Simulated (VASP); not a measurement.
Here is a VASP 6.6.1 calculation.

File INCAR:

```
SYSTEM = KCl
  PREC = Accurate
  ENCUT = 520
  EDIFF = 1E-8
  ISMEAR = -1
  SIGMA = 0.02
  LREAL = .FALSE.
  LASPH = .TRUE.
  NELM = 80
  ALGO = Normal
  ISIF = 2
  LWAVE = .FALSE.
  LCHARG = .FALSE.
  GGA = PE
  LEFG = .TRUE.
  NBANDS = 15
```

The input KPOINTS:

```
regular mesh
0
G
  7 7 7
  0 0 0
```

Contents of POSCAR:

```
KCl
1.0
    3.5976600000      0.0000000000      0.0000000000
    0.0000000000      3.5976600000      0.0000000000
    0.0000000000      0.0000000000      3.6340000000
K Cl
1 1
Direct
    0.0000000000      0.0000000000      0.0000000000
    0.5000000000      0.5000000000      0.5000000000
```

Potentials or basis: VASP PAW PBE potentials, release 64 (K_sv, Cl).

The run is started by

```console
$ cat potpaw_PBE.64/K_sv/POTCAR potpaw_PBE.64/Cl/POTCAR > POTCAR
$ mpirun -np 1 vasp_std > vasp.out
```

**Question.** Estimate the pressure.

**Answer.** 5.3 GPa.

**Question.** Predict the band gap on the k mesh.

**Answer.** 5.70 eV, indirect (least direct gap 5.90 eV).

Stress tensor (GPa, compression positive):
```
5.52 0.00 0.00
0.00 5.52 0.00
0.00 0.00 4.99
```

Caveat: the cell differs from its parent crystal (equal xx and yy strain of -1 %); without QUAD_EFG the Cq values of the log hold for a quadrupole moment of 1 mb, not for the nuclei. A k mesh can miss the band edges.
